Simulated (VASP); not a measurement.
# Pt (P-1) in VASP: settings compared, part 2 of 2

VASP 6.6.1. The steps go on from the part before.

## 3. Single point, LDA

File INCAR:

```
ALGO = Normal ; EDIFF = 1E-6
ENCUT = 500 ; GGA = CA
GGA_COMPAT = F ; ISIF = 2
ISMEAR = 1 ; LASPH = T
LCHARG = T ; LELF = T
LREAL = F ; LVHAR = T
LWAVE = F ; NBANDS = 15
NELM = 120 ; PREC = Accurate
SIGMA = 0.05
```

File KPOINTS:

```
k-points
0
Gamma
  9 8 9
```

File POSCAR:

```
Pt
1.0
   -1.5821724000      1.5849819900      1.5846552900
    1.6029151900     -1.5797795700      1.6001956600
    1.5674823500      1.5650895200     -1.5794528700
Pt
1
Direct
    0.0000000000      0.0000000000      0.0000000000
```

Potentials or basis: VASP PAW LDA potentials, release 64 (Pt_sv_GW).

The run is started by

```bash
cat potpaw_LDA.64/Pt_sv_GW/POTCAR > POTCAR
mpirun -np 1 vasp_std > vasp.out
```

OUTCAR:

```text
EDIFF = 1E-6
   ENCUT = 500
   GGA = CA
   ISIF = 2
   ISMEAR = 1
   LASPH = T
   LREAL = F
   NELM = 120
   PREC = Accurate

 ion  position               nearest neighbor table
   1  0.000  0.000  0.000-

  LATTYP: Found a triclinic cell.
 ALAT       =     7.0502409581
 B/A-ratio  =     0.6343495643
 C/A-ratio  =     0.3891298857
 COS(alpha) =     0.0001609558
 COS(beta)  =     0.2598621991
 COS(gamma) =     0.9480271513

  Lattice vectors:

 A1 = (  -0.0501228900,   6.2949406000,  -3.1744461100)
 A2 = (  -0.0354328400,   3.1448690900,  -3.1796485300)
 A3 = (  -1.5821724000,   1.5849819900,   1.5846552900)

Analysis of symmetry for initial positions (statically):
=====================================================================
 Subroutine PRICEL returns:
 Original cell was already a primitive cell.

 Routine SETGRP: Setting up the symmetry group for a
 triclinic supercell.

 Subroutine GETGRP returns: Found  2 space group operations
 (whereof  2 operations were pure point group operations)
 out of a pool of  2 trial point group operations.

The static configuration has the point symmetry S_2 .

Analysis of symmetry for dynamics (positions and initial velocities):
=====================================================================
 Subroutine PRICEL returns:
 Original cell was already a primitive cell.

 Routine SETGRP: Setting up the symmetry group for a
 triclinic supercell.

 Subroutine GETGRP returns: Found  2 space group operations
 (whereof  2 operations were pure point group operations)
 out of a pool of  2 trial point group operations.

The dynamic configuration has the point symmetry S_2 .

 Subroutine INISYM returns: Found  2 space group operations
 (whereof  2 operations are pure point group operations),
 and found     1 'primitive' translations

----------------------------------------------------------------------------------------

                                     Primitive cell

  volume of cell :      15.9025

  direct lattice vectors                    reciprocal lattice vectors
    -1.582172400  1.584981990  1.584655290    -0.000582431  0.316932687  0.313472524
     1.602915190 -1.579779570  1.600195660     0.313381304  0.000946240  0.311943852
     1.567482350  1.565089520 -1.579452870     0.316912558  0.318935271 -0.002585014

  length of vectors
     2.743459458  2.761460980  2.720510520     0.445770895  0.442173839  0.449622018

  position of ions in fractional coordinates (direct lattice)
     0.000000000  0.000000000  0.000000000

  ion indices of the primitive-cell ions
   primitive index   ion index
                 1           1

----------------------------------------------------------------------------------------

 KPOINTS: k-points

Automatic generation of k-mesh.
 Grid dimensions read from file:
 generate k-points for:    9    8    9

 Generating k-lattice:

  Cartesian coordinates                     Fractional coordinates (reciprocal lattice)
    -0.000064715  0.035214743  0.034830280     0.111111111  0.000000000 -0.000000000
     0.039172663  0.000118280  0.038992982     0.000000000  0.125000000  0.000000000
     0.035212506  0.035437252 -0.000287224     0.000000000 -0.000000000  0.111111111

  Length of vectors
     0.049530099  0.055271730  0.049958002

  Shift w.r.t. Gamma in fractional coordinates (k-lattice)
     0.000000000  0.000000000  0.000000000

 Subroutine IBZKPT returns following result:
 ===========================================

 Found    325 irreducible k-points:

 Following reciprocal coordinates:
            Coordinates               Weight
  0.000000  0.000000  0.000000      1.000000
  0.111111  0.000000 -0.000000      2.000000
  0.222222  0.000000 -0.000000      2.000000
  0.333333  0.000000  0.000000      2.000000
  0.444444  0.000000 -0.000000      2.000000
  0.000000  0.125000 -0.000000      2.000000
[... 16 lines left out ...]
 -0.111111  0.250000  0.000000      2.000000
  0.000000  0.375000 -0.000000      2.000000
 [... further k-points ...]
   k-points           NKPTS =    325   k-points in BZ     NKDIM =    325   number of bands    NBANDS=     15
   number of dos      NEDOS =    301   number of ions     NIONS =      1
   total plane-waves  NPLWV =   8000
   dimension x,y,z NGX =    20 NGY =   20 NGZ =   20
   dimension x,y,z NGXF=    40 NGYF=   40 NGZF=   40
   ions per type =               1
   NGX,Y,Z   is equivalent  to a cutoff of  12.12, 12.04, 12.22 a.u.
   NGXF,Y,Z  is equivalent  to a cutoff of  24.24, 24.08, 24.44 a.u.
 SYSTEM =  unknown system
   PREC   = accura    normal or accurate (medium, high low for compatibility)
   ISTART =      0    job   : 0-new  1-cont  2-samecut
   ICHARG =      2    charge: 1-file 2-atom 10-const
   ISPIN  =      1    spin polarized calculation?
   LNONCOLLINEAR =      F non collinear calculations
   LSORBIT =      F    spin-orbit coupling
   LASPH  =      T    aspherical Exc in radial PAW
   ENCUT  =  500.0 eV  36.75 Ry    6.06 a.u.   5.00  5.03  4.96*2*pi/ulx,y,z
   NELM   =    120;   NELMIN=  2; NELMDL= -5     # of ELM steps
   EDIFF  = 0.1E-05   stopping-criterion for ELM
   LREAL  =      F    real-space projection
   EDIFFG = 0.1E-04   stopping-criterion for IOM
   NSW    =      0    number of steps for IOM
   IBRION =     -1    ionic relax: 0-MD 1-quasi-New 2-CG
   NFREE  =      0    steps in history (QN), initial steepest desc. (CG)
   ISIF   =      2    stress and relaxation
   ISYM   =      2    0-nonsym 1-usesym 2-fastsym
   POTIM  = 0.5000    time-step for ionic-motion
   TEBEG  =    0.0;   TEEND  =   0.0 temperature during run
   PSTRESS=    0.0 pullay stress
   NELECT =      18.0000    total number of electrons
   NUPDOWN=      -1.0000    fix difference up-down
   EMIN   =  10.00;   EMAX   =-10.00  energy-range for DOS
   EFERMI =   0.00;   METHOD = LEGACY
   ISMEAR =     1;   SIGMA  =   0.05  broadening in eV -4-tet -1-fermi 0-gaus
   EFERMI_NEDOS =   21; number of points for ismear=-14 and -15
   IALGO  =     38    algorithm
   IMIX   =      4    mixing-type and parameters
     AMIX     =   0.40;   BMIX     =  1.00
     AMIX_MAG =   1.60;   BMIX_MAG =  1.00
  volume/ion in A,a.u.               =      15.90       107.32
  Fermi-wavevector in a.u.,A,eV,Ry     =   1.706125  3.224110 39.604708  2.910864
  Thomas-Fermi vector in A             =   2.785219
   LORBIT       =      0    0 simple, 1 ext, 2 COOP (PROOUT), +10 PAW based schemes
   GGA     = CA    functional components
   LHFCALC =     F    Hartree Fock is set to
   AEXX    =    0.0000 exact exchange contribution
   IVDW    =     0    specifies the selected vdW correction
   LEPSILON=     F    determine dielectric tensor
   LRPA    =     F    only Hartree local field effects (RPA)
 non-spin polarized calculation
 Methfessel and Paxton  Order N= 1 SIGMA  =   0.05
  energy-cutoff  :      500.00
  volume of cell :       15.90
 maximum number of plane-waves:       414
   NGX =  9   NGY =  9   NGZ =  9

 number of electron      17.9999999 magnetization

 Free energy of the ion-electron system (eV)
  ---------------------------------------------------
  ext. energy  EPLUGINS =         0.00000000
  ---------------------------------------------------
  free energy    TOTEN  =        -7.14817253 eV

  energy without entropy =       -7.14836833  energy(sigma->0) =       -7.14823780

 E-fermi :   9.2719     XC(G=0): -14.0294

 val. band max:        9.2689092122   @ k =  -0.0000  -0.3750   0.3333
 cond. band min:       9.2887033181   @ k =  -0.2222   0.1250   0.3333
 fundamental gap:      0.0197941059
 Fermi energy:         9.2718868557

 k-point     1 :       0.0000    0.0000    0.0000
  band No.  band energies     occupation
      1     -88.4965      2.00000
      2     -42.7519      2.00000
      3     -42.7305      2.00000
      4     -42.7204      2.00000
      5      -0.0873      2.00000
      6       5.7371      2.00000
      7       5.8632      2.00000
      8       5.9691      2.00000
      9       8.3093      2.00000
     10       8.4090      2.00000
     11      26.2294      0.00000
     12      26.4578      0.00000
     13      26.5844      0.00000
     14      36.2492      0.00000
[... 401 lines left out ...]
      2     -43.0700      2.00000
      3     -42.8502      2.00000
      4     -42.7293      2.00000
      5       2.7789      2.00000
      6       4.6435      2.00000
      7       7.3281      2.00000
      8       8.2115      2.00000
      9       8.6357      2.00000
     10       9.4149     -0.00040
     11      18.4091      0.00000
     12      23.5172      0.00000
     13      26.9724      0.00000
     14      32.7778      0.00000
     15      33.2044      0.00000

 [... further k-points ...]

------------------------ aborting loop because EDIFF is reached ----------------------------------------

  FORCE on cell =-STRESS in cart. coord.  units (eV):
  Direction    XX          YY          ZZ          XY          YZ          ZX
  --------------------------------------------------------------------------------------
  -------------------------------------------------------------------------------------
  Total       -1.8565709     -1.7715261     -1.8140670      0.1672388     -0.0474932     -0.1061729
  in kB     -187.0501128   -178.4818196   -182.7678298     16.8493612     -4.7849566    -10.6969554
  external PRESSURE =    -182.7665874 kB  Pullay stress =       0.0000000 kB

 VOLUME and BASIS-vectors are now :
 -----------------------------------------------------------------------------
  energy-cutoff  :      500.00
  volume of cell :       15.90
      direct lattice vectors                 reciprocal lattice vectors
    -1.582172400  1.584981990  1.584655290    -0.000582431  0.316932687  0.313472524
     1.602915190 -1.579779570  1.600195660     0.313381304  0.000946240  0.311943852
     1.567482350  1.565089520 -1.579452870     0.316912558  0.318935271 -0.002585014

 POSITION                                       TOTAL-FORCE (eV/Angst)
 -----------------------------------------------------------------------------------
      0.00000      0.00000      0.00000         0.000000     -0.000000      0.000000
 -----------------------------------------------------------------------------------
    total drift:                                0.000000     -0.000000     -0.000000

  FREE ENERGIE OF THE ION-ELECTRON SYSTEM (eV)
  ---------------------------------------------------
  free  energy   TOTEN  =        -7.1481725349 eV

  energy  without entropy=       -7.1483683311  energy(sigma->0) =       -7.14823780
```

OSZICAR:

```text
N       E                     dE             d eps       ncg     rms          rms(c)
DAV:   1     0.129242175423E+03    0.12924E+03   -0.12504E+04 10474   0.125E+03
DAV:   2    -0.607628932124E+01   -0.13532E+03   -0.13016E+03 12053   0.422E+02
DAV:   3    -0.838773811521E+01   -0.23114E+01   -0.23035E+01 10884   0.513E+01
DAV:   4    -0.839224682867E+01   -0.45087E-02   -0.45085E-02 12662   0.266E+00
DAV:   5    -0.839226028487E+01   -0.13456E-04   -0.13455E-04 10898   0.129E-01    0.669E+01
DAV:   6    -0.720335230396E+01    0.11889E+01   -0.18491E+00 10317   0.147E+01    0.335E+01
DAV:   7    -0.715843105885E+01    0.44921E-01   -0.25319E-01 11724   0.446E+00    0.878E+00
DAV:   8    -0.714824797989E+01    0.10183E-01   -0.39157E-02 10513   0.254E+00    0.689E-01
DAV:   9    -0.714820492897E+01    0.43051E-04   -0.75533E-04 11157   0.344E-01    0.166E-01
DAV:  10    -0.714817329372E+01    0.31635E-04   -0.43700E-05 12116   0.942E-02    0.997E-02
DAV:  11    -0.714817253491E+01    0.75882E-06   -0.11846E-06  7388   0.135E-02
   1 F= -.71481725E+01 E0= -.71482378E+01  d E =0.195796E-03
```

It took 42 s on 1 thread of Intel Xeon Platinum 8375C at 2.90GHz (Ice Lake), shared host; peak memory 0.18 GiB.

Results:

```yaml
Free_energy: -7.1482 eV
Pressure: -18.3 GPa
Band_gap_on_the_k_mesh: zero (band 9 reaches 10.20 eV, above the bottom of band 10 at 8.33 eV)
```

Levels at points of the mesh, in eV from the Fermi level:
```csv
k point,band 7,band 8,band 9,band 10,band 11,band 12
"(0.00, 0.00, 0.00)",-3.41,-3.30,-0.96,-0.86,16.96,17.19
"(0.00, 0.50, 0.00)",-1.12,-0.56,0.23,1.00,6.09,13.47
```

Caveat: spin-orbit coupling is left out, which moves the levels of the heavy elements.

## 4. Single point, HF

POSCAR is that of step 3.

File INCAR.step1:

```
PREC     = Accurate       # precision mode
ENCUT    = 520            # plane-wave cutoff, eV
EDIFF    = 1E-5           # SCF threshold, eV
ISMEAR   = -1             # smearing method
SIGMA    = 0.05           # smearing width, eV
LREAL    = False          # projectors in reciprocal space
LASPH    = True           # aspherical terms in the spheres
NELM     = 60             # most SCF steps
ALGO     = Normal         # electronic algorithm
ISIF     = 2              # what is computed and relaxed
LWAVE    = True           # write WAVECAR
NBANDS   = 11             # bands
GGA      = PE             # functional
```

File INCAR.step2:

```
PREC     = Accurate       # precision mode
ENCUT    = 520            # plane-wave cutoff, eV
EDIFF    = 1E-7           # SCF threshold, eV
ISMEAR   = -1             # smearing method
SIGMA    = 0.05           # smearing width, eV
LREAL    = False          # projectors in reciprocal space
LASPH    = True           # aspherical terms in the spheres
NELM     = 60             # most SCF steps
ALGO     = Normal         # electronic algorithm
ISIF     = 2              # what is computed and relaxed
LWAVE    = False          # write WAVECAR
LCHARG   = True           # write CHGCAR
GGA      = PE             # functional
LHFCALC  = True           # exact exchange
AEXX     = 1.0            # exact-exchange fraction
ALDAC    = 0.0          
AGGAC    = 0.0          
PRECFOCK = Normal       
LELF     = True           # ELF
LVHAR    = True         
NBANDS   = 11             # bands
ISTART   = 1
```

File KPOINTS:

```
Automatic mesh
0
Gamma
  6 6 6
```

Potentials or basis: VASP PAW PBE potentials, release 64 (Pt).

The run is started by

```bash
cat potpaw_PBE.64/Pt/POTCAR > POTCAR
cp INCAR.step1 INCAR
mpirun -np 1 vasp_std > vasp.out
cp INCAR.step2 INCAR
mpirun -np 1 vasp_std > vasp.out
```

Wall time 60 min (1 thread of Intel Xeon Platinum 8375C at 2.90GHz (Ice Lake), shared host); peak memory 0.16 GiB.

It converged, with:

- Free energy: -9.7744 eV
- Pressure: 0.2 GPa
- Band gap on the k mesh: zero (band 5 reaches 12.62 eV, above the bottom of band 6 at 4.25 eV)

Stress tensor (GPa, compression positive):
```
-0.51  2.19 -1.87
 2.19 -0.03 -0.05
-1.87 -0.05  1.25
```

Levels at points of the mesh, in eV from the Fermi level:
```tsv
k point	band 1	band 2	band 3	band 4	band 5	band 6	band 7	band 8	band 9	band 10
(0.00, 0.00, 0.00)	-12.42	-6.60	-6.51	-6.37	-4.41	-4.33	25.24	25.52	25.66	36.27
(0.50, 0.00, 0.00)	-10.22	-8.29	-4.07	-3.57	3.74	4.36	13.77	21.11	24.65	33.60
(0.00, 0.50, 0.00)	-10.22	-8.25	-4.10	-3.58	3.64	4.21	13.56	21.28	24.88	33.60
(0.50, 0.50, 0.00)	-10.24	-8.37	-4.02	-3.49	3.91	4.31	13.68	21.13	24.53	33.86
(0.00, 0.00, 0.50)	-10.27	-8.29	-4.02	-3.60	4.02	4.52	13.97	20.99	24.41	33.50
(0.50, 0.00, 0.50)	-10.20	-8.22	-4.12	-3.74	4.03	4.45	13.92	21.10	24.68	33.09
(0.00, 0.50, 0.50)	-10.21	-8.32	-4.05	-3.61	3.97	4.41	13.85	21.09	24.56	33.47
(0.50, 0.50, 0.50)	-10.53	-10.49	2.86	3.30	3.58	14.43	14.63	14.87	22.45	27.48
```

Caveat: the k points lie up to 0.47 Å⁻¹ apart; the PAW data sets were made with another functional, which shifts forces and pressure a little; spin-orbit coupling is left out, which moves the levels of the heavy elements.

## 5. Overview

```csv
level,potentials or basis,k mesh,cutoff (eV),smearing,second run,grid for exact exchange (PRECFOCK),gap on the mesh (eV),pressure (GPa)
r2SCAN,"VASP PAW PBE potentials, release 64 (Pt)",9 × 8 × 9,520,fermi-dirac 0.1 eV,-,-,none,-5.6
LDA,"VASP PAW LDA potentials, release 64 (Pt_sv_GW)",9 × 8 × 9,500,methfessel-paxton 0.05 eV,valence_matched,-,none,-18.3
HF,"VASP PAW PBE potentials, release 64 (Pt)",6 × 6 × 6,520,fermi-dirac 0.05 eV,-,Normal,none,0.2
```

Alike in all rows: task single point; no spin polarisation; cell as given.

Caveats: some runs use coarse meshes; spin-orbit coupling is left out, which moves the levels of the heavy elements; the PAW data sets were made with another functional, which shifts forces and pressure a little (some runs).

Total energies depend on the potentials used, so only differences within one code and one set of settings carry meaning.
